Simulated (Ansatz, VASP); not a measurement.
One calculation of MgF2, two programs

The input INCAR:

```
  PREC = Accurate
  ENCUT = 520
  EDIFF = 1E-8
  ISMEAR = -1
  SIGMA = 0.02
  LREAL = False
  LASPH = True
  NELM = 120
  ALGO = Normal
  ISIF = 2
  LWAVE = False
  LCHARG = False
  GGA = CA
  LEFG = True
  NBANDS = 25
  GGA_COMPAT = False
```

Contents of KPOINTS:

```
regular mesh
0
Gamma
  5 5 7
```

The input POSCAR:

```
MgF2
1.0
    4.5902836292      0.0000000000      0.0000000000
    0.0000000000      4.5902836292      0.0000000000
    0.0000000000      0.0000000000      2.9956584505
Mg F
2 4
Direct
    0.0000000000      0.0000000000      0.0000000000
    0.5000000000      0.5000000000      0.5000000000
    0.3028000000      0.3028000000      0.0000000000
    0.1972000000      0.8028000000      0.5000000000
    0.6972000000      0.6972000000      0.0000000000
    0.8028000000      0.1972000000      0.5000000000
```

Input for Ansatz:

```yaml
crystal:
  lattice:
    - [4.5902836292, 0.0, 0.0]
    - [0.0, 4.5902836292, 0.0]
    - [0.0, 0.0, 2.9956584505]
  atoms:
    - { symbol: Mg, position: [0.0, 0.0, 0.0] }
    - { symbol: Mg, position: [0.5, 0.5, 0.5] }
    - { symbol: F, position: [0.3028, 0.3028, 0.0] }
    - { symbol: F, position: [0.1972, 0.8028, 0.5] }
    - { symbol: F, position: [0.6972, 0.6972, 0.0] }
    - { symbol: F, position: [0.8028, 0.1972, 0.5] }
kpoints:
  mp_grid: { grid: [5, 5, 7] }
scf:
  occupations: { method: fermi_dirac, width: 0.02 }
hamiltonian:
  xc: lda
  pseudopotentials: { kind: paw }
output:
  forces: true
  stress: true
  eigenvalues: true
  efg: { contact_densities: true }
```

Change from the starting cell: volume scaled by 0.98, PAW files.

Alike in both runs: task electric field gradients; functional LDA; k mesh 5 × 5 × 7; occupations fermi-dirac, width 0.02 eV; no spin polarisation.

```csv
,VASP,Ansatz
version,VASP 6.6.1,Ansatz 0.2.0
potentials or method,"VASP PAW LDA potentials, release 64 (Mg, F)","PAW with Ansatz's default frozen-core files, scalar-relativistic"
plane-wave cutoff (eV),520,420
valence electrons in the cell,32,48
```

Ansatz gave:

| Quantity | Value |
| --- | --- |
| gap on the k mesh at the Fermi level (eV) | 7.04 |
| pressure (GPa) | -1.0 |
| traceless stress, the component that is largest in VASP (GPa) | 1.06 |
| rms of the force components (eV/Å) | 0.000 |
| size of Vzz on the site where it differs most (V/Å²) | 48.0 |

Problem. Which values does VASP return?

Solution. gap on the k mesh at the Fermi level (eV): 7.01; pressure (GPa): -2.7; traceless stress, the component that is largest in VASP (GPa): 1.29; rms of the force components (eV/Å): 0.007; size of Vzz on the site where it differs most (V/Å²): 47.2.

LDA's correlation is that of Perdew and Zunger in VASP and of Perdew and Wang (1992) in Ansatz. Atom by atom the forces differ by 0.007 eV/Å (rms over components). VASP's potentials hold 32 valence electrons a cell and Ansatz's 48, so a difference there can come from the potentials and not from the codes.
